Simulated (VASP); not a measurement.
**WC: single point with PBEsol**

WC:

```
W C
1.0
    -3.04448   -5.27320    0.00000
     4.56672   -2.63660    0.00000
     0.00000    0.00000    5.94599
W C
8 8
Direct
  0.77479 0.44076 0.01470
  0.72335 0.50380 0.47501
  0.49393 0.04517 0.98338
  0.46364 0.93501 0.48214
  0.25608 0.50604 0.96662
  0.25554 0.47189 0.50042
  0.01011 0.03906 0.04650
  0.02373 0.05907 0.52910
  0.52150 0.63104 0.23355
  0.50360 0.66901 0.72250
  0.24140 0.18318 0.29268
  0.23263 0.14423 0.74882
  0.97641 0.71110 0.30844
  0.04563 0.67014 0.76608
  0.71947 0.21035 0.28860
  0.74131 0.10191 0.67240
```

```yaml
Program: VASP 6.6.1
Task: single point
Functional: PBEsol
Potentials_or_basis: VASP PAW PBE potentials, release 64 (W_sv, C)
Cutoff: 520 eV
k_mesh: 2 × 2 × 2
Occupations: fermi-dirac, width 0.36 eV
Spin: no spin polarisation
```

```yaml
Pressure: -11.2 GPa
Largest_force: 8.881 eV/Å
Band_gap_on_the_k_mesh: zero (band 72 reaches 9.42 eV, above the bottom of band 73 at 9.38 eV)
```

Forces in eV/Å, atoms in the order of the input:
```
W    4.509 -1.120 -2.458
W   -0.934 -4.042  4.398
W   -2.390  0.722  0.239
W    3.124 -4.834 -0.663
W   -1.215 -1.350  3.364
W    4.182 -1.963  0.327
W   -2.684  1.138 -1.420
W   -3.555  7.765 -2.435
C    2.714  1.432 -0.831
C   -1.501  1.678  1.612
C   -1.376  0.067 -4.722
C   -0.295 -4.277  4.019
C   -0.988 -0.316 -1.586
C    1.596  1.504 -0.089
C   -4.257  2.061 -3.370
C    3.069  1.534  3.616
```

Stress tensor (GPa, compression positive):
```
 -8.33   0.21  -2.56
  0.21  -9.73  -3.05
 -2.56  -3.05 -15.51
```

Levels at points of the mesh, in eV from the Fermi level:
| k point | band 70 | band 71 | band 72 | band 73 | band 74 | band 75 |
| --- | --- | --- | --- | --- | --- | --- |
| (0.00, 0.00, 0.00) | -0.63 | -0.34 | -0.08 | 0.22 | 0.31 | 0.78 |
| (0.50, 0.00, 0.00) | -0.65 | -0.40 | 0.00 | 0.15 | 0.48 | 0.50 |
| (0.00, 0.50, 0.00) | -0.46 | -0.28 | -0.05 | 0.24 | 0.79 | 1.05 |
| (0.50, 0.50, 0.00) | -0.83 | -0.81 | -0.17 | 0.21 | 0.59 | 0.99 |
| (0.00, 0.00, 0.50) | -0.44 | -0.22 | -0.03 | 0.03 | 0.25 | 0.54 |
| (0.50, 0.00, 0.50) | -0.51 | -0.47 | -0.23 | 0.13 | 0.24 | 0.57 |
| (0.00, 0.50, 0.50) | -0.76 | -0.66 | -0.32 | -0.04 | 0.38 | 0.55 |
| (0.50, 0.50, 0.50) | -0.77 | -0.66 | -0.44 | 0.00 | 0.39 | 0.91 |

Wall time 110 s on 1 thread of Intel(R) Xeon(R) 6975P-C (Granite Rapids), on a shared host, peak memory 0.33 GiB.

Caveat: the k points lie up to 0.60 Å⁻¹ apart; the PAW data sets were made with another functional, which shifts forces and pressure a little; spin-orbit coupling is left out, which moves the levels of the heavy elements.
